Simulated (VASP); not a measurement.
A run of VASP 6.6.1:

File INCAR:

```
PREC = Accurate
ENCUT = 520
EDIFF = 1E-6
ISMEAR = -1
SIGMA = 0.05
LREAL = F
LASPH = T
NELM = 80
ALGO = Normal
ISIF = 2
LWAVE = F
LCHARG = F
GGA = RP
IVDW = 13
NBANDS = 12
```

KPOINTS

```
Automatic mesh
0
Gamma
  8 8 8
```

The input POSCAR:

```
Sb
1.0
    2.1825479877      1.2600946682      3.8074530396
   -2.1825479877      1.2600946682      3.8074530396
    0.0000000000     -2.5201893365      3.8074530396
Sb
2
Direct
    0.7665100000      0.7665100000      0.7665100000
    0.2334900000      0.2334900000      0.2334900000
```

Potentials or basis: VASP PAW PBE potentials, release 64 (Sb).

Launch:

```sh
$ cat potpaw_PBE.64/Sb/POTCAR > POTCAR
$ mpirun -np 1 vasp_std > vasp.out
```

Hardware: 1 thread of Intel(R) Xeon(R) 6975P-C (Granite Rapids), with other jobs on the host.

**Question.** Estimate the wall time of this run.

**Answer.** It took 19 s on 1 thread of Intel(R) Xeon(R) 6975P-C (Granite Rapids), on a shared host, peak memory 0.21 GiB. Counts: scf iterations 11, k points 65.
